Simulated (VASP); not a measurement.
Set up this calculation in VASP 6.6.1, as the native input.

| Quantity | Value |
| --- | --- |
| Task | relaxation of cell and atoms |
| Functional | LDA |
| Potentials or basis | VASP PAW LDA potentials, release 64 (Ti_sv) |
| Cutoff | 600 eV |
| k mesh | 20 × 20 × 20 |
| Occupations | fermi-dirac, width 0.15 eV |
| Spin | no spin polarisation |
| Dipole correction | no |
| Further INCAR settings | ALGO = Normal; EDIFF = 1e-06; IBRION = 2; EDIFFG = -0.001; NSW = 80; ISIF = 3 |

The structure of Ti lies in POSCAR:

```
Ti
1.0
   -1.5825944271      1.5825944271      1.5825944271
    1.5825944271     -1.5825944271      1.5825944271
    1.5825944271      1.5825944271     -1.5825944271
Ti
1
Direct
    0.0000000000      0.0000000000      0.0000000000
```

This isn't the form of Ti at room conditions, which is hcp.

The input as run:

INCAR

```
SYSTEM = Ti
ALGO     = Normal         ! electronic algorithm
EDIFF    = 1E-6           ! SCF threshold, eV
EDIFFG   = -0.001         ! ionic threshold
ENCUT    = 600            ! plane-wave cutoff, eV
IBRION   = 2              ! ionic algorithm
ISIF     = 3              ! what is computed and relaxed
ISMEAR   = -1             ! smearing method
LASPH    = .True.         ! aspherical terms in the spheres
LCHARG   = .False.        ! write CHGCAR
LREAL    = .False.        ! projectors in reciprocal space
LWAVE    = .False.        ! write WAVECAR
NELM     = 60             ! most SCF steps
NSW      = 80             ! ionic steps
PREC     = Accurate       ! precision mode
SIGMA    = 0.15           ! smearing width, eV
```

KPOINTS

```
k-points
0
Gamma
  20 20 20
  0 0 0
```

Potentials or basis: VASP PAW LDA potentials, release 64 (Ti_sv).

Run with:

```console
$ cat potpaw_LDA.64/Ti_sv/POTCAR > POTCAR
$ mpirun -np 1 vasp_std > vasp.out
```

Results of the run:

| Quantity | Value |
| --- | --- |
| Relaxed volume | 15.97 Å³/atom |
| Relaxed cell | a = 2.748 Å, b = 2.748 Å, c = 2.748 Å, α = 109.47°, β = 109.47°, γ = 109.47° |
| Space group after relaxing (to 0.1 Å) | Im-3m (No. 229) |
| Energy gained by relaxing | 0.3 meV/atom |
| Ionic steps | 10 |
| Pressure after relaxing | 0.0 GPa |
| Band gap on the k mesh | zero (bands 6 and 7 overlap by 1.75 eV) |

Run time: 4 min on 1 thread of Intel Xeon 8259CL, on a shared host, peak memory 0.18 GiB.
